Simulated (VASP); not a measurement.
Input of a VASP 6.6.1 run:

File INCAR:

```
SYSTEM = Zr
  PREC = Accurate
  ENCUT = 520
  EDIFF = 1E-7
  ISMEAR = 1
  SIGMA = 0.6
  LREAL = .FALSE.
  LASPH = .TRUE.
  NELM = 60
  ALGO = Normal
  ISIF = 2
  LWAVE = .FALSE.
  LCHARG = .FALSE.
  GGA = PE
  NBANDS = 19
```

The input KPOINTS:

```
regular mesh
0
G
  11 11 6
  0 0 0
```

POSCAR

```
Zr
1.0
    3.2318821451      0.0000000000      0.0000000000
   -1.6159410725      2.7988920397      0.0000000000
    0.0000000000      0.0000000000      5.1741041053
Zr
2
Direct
    0.3333333333      0.6666666667      0.2500000000
    0.6666666667      0.3333333333      0.7500000000
```

Potentials or basis: VASP PAW PBE potentials, release 64 (Zr_sv).

Launch:

```console
$ cat potpaw_PBE.64/Zr_sv/POTCAR > POTCAR
$ mpirun -np 1 vasp_std > vasp.out
```

**Question.** What does it give for the band gap on the k mesh?

**Answer.** Zero (band 12 reaches 9.80 eV, above the bottom of band 13 at 8.78 eV).

**Question.** Predict the pressure.

**Answer.** -0.3 GPa.

Stress tensor (GPa, compression positive):
```
-0.33  0.00  0.00
 0.00 -0.33  0.00
 0.00  0.00 -0.14
```
